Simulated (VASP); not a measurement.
**BPtF6: relaxation of cell and atoms with PBE+U**

BPtF6:

```xyz
8
Lattice="4.9026 0.0000 0.0000 -2.4513 4.2458 0.0000 -2.4513 1.4153 4.5347" Properties=species:S:1:pos:R:3 pbc="T T T"
B     0.0000    2.8305    2.2673
F    -0.9437    1.5639    3.4055
F     1.5688    2.6465    3.4055
F    -0.6251    4.2812    3.4055
F     0.9438    4.0972    1.1291
F    -1.5688    3.0145    1.1291
F     0.6251    1.3799    1.1291
Pt    0.0000    0.0000    0.0000
```

```
Program                : VASP 6.6.1
Task                   : relaxation of cell and atoms
Functional             : PBE
Potentials or basis    : VASP PAW PBE potentials, release 64 (B, F, Pt)
Cutoff                 : 600 eV
k mesh                 : 5 × 5 × 5
Occupations            : fermi-dirac, width 0.0476 eV
Spin                   : no spin polarisation
Hubbard terms          : Pt d U = 5.0 eV
Dipole correction      : no
Further INCAR settings : ALGO = Normal; EDIFF = 1e-07; IBRION = 2; EDIFFG = -0.01; NSW = 60; ISIF = 3
```

The relaxed volume is 10.39 Å³/atom and the relaxed cell is a = 4.757 Å, b = 4.757 Å, c = 5.055 Å, α = 61.93°, β = 118.07°, γ = 120.00°. The space group after relaxing (to 0.1 Å) is R-3 (No. 148), the energy gained by relaxing is 460.1 meV/atom and the ionic steps are 23. The pressure after relaxing is 0.0 GPa, the largest force after relaxing is 0.004 eV/Å and the band gap on the k mesh is zero (an odd number of electrons rules out a gap without spin polarisation).

Forces in eV/Å, atoms in the order of the input:
```
B    0.000  0.000  0.000
F   -0.001  0.001  0.004
F   -0.001 -0.001  0.004
F    0.001  0.000  0.004
F    0.001 -0.001 -0.004
F    0.001  0.001 -0.004
F   -0.001  0.000 -0.004
Pt   0.000  0.000  0.000
```

The path:
```tsv
step	energy change (eV)	largest force (eV/Å)	pressure (GPa)	volume (Å³)
1	0.0000	3.3374	5.97	94.39
2	-1.9345	1.7011	-16.01	100.52
3	-2.0576	1.1157	-19.69	104.40
4	-2.8192	1.6212	-8.00	94.61
5	-2.8789	1.0384	-11.44	96.45
6	-3.4321	0.6332	-7.65	90.68
7	-3.6599	0.1351	-0.47	85.00
8	-3.6598	0.1020	-0.84	85.22
9	-3.6641	0.0927	-0.33	84.89
10	-3.6653	0.1533	0.17	84.59
11	-3.6690	0.1299	0.16	84.46
12	-3.6761	0.0744	0.12	84.06
13	-3.6714	0.1411	0.02	83.26
14	-3.6774	0.0689	0.09	83.81
15	-3.6791	0.0236	-0.10	83.80
16	-3.6794	0.0184	-0.21	83.79
17	-3.6797	0.0295	0.05	83.60
18	-3.6797	0.0346	0.16	83.51
19	-3.6800	0.0290	0.14	83.47
20	-3.6804	0.0191	0.06	83.36
21	-3.6805	0.0460	-0.10	83.14
22	-3.6806	0.0300	-0.03	83.24
23	-3.6808	0.0040	0.01	83.15
```

Final structure:
```
CELL_PARAMETERS angstrom
4.75654 0.00000 0.00000
-2.37827 4.11929 0.00000
-2.37827 1.37310 4.24364
ATOMIC_POSITIONS crystal
B 0.50000 0.50000 0.50000
F 0.28794 0.14782 0.71907
F 0.85218 0.42105 0.71907
F 0.57895 0.71206 0.71907
F 0.71206 0.85218 0.28093
F 0.14782 0.57895 0.28093
F 0.42105 0.28794 0.28093
Pt 0.00000 0.00000 0.00000
```

Levels at points of the mesh, in eV from the Fermi level:
```tsv
k point	band 23	band 24	band 25	band 26	band 27	band 28	band 29	band 30	band 31	band 32
(0.00, 0.00, 0.00)	-3.64	-3.57	-3.35	-3.24	-3.24	0.37	0.37	3.17	8.73	9.21
```

Eigenvalues of the final occupation matrices:
| site | spin | trace | eigenvalues |
| --- | --- | --- | --- |
| site 8 d | 1 | 4.04 | 0.55 0.55 0.98 0.98 0.98 |
| site 8 d | 2 | 4.04 | 0.55 0.55 0.98 0.98 0.98 |

Run time: 34 min on 1 thread of AMD EPYC 7R43 64-Core Processor (Zen 3), with other jobs on the host, peak memory 0.29 GiB.

Caveat: spin-orbit coupling is left out, which moves the levels of the heavy elements; an odd number of electrons without spin polarisation forces a metal; a magnetic or distorted state may lie lower; U without spin polarisation on a metal has little footing.
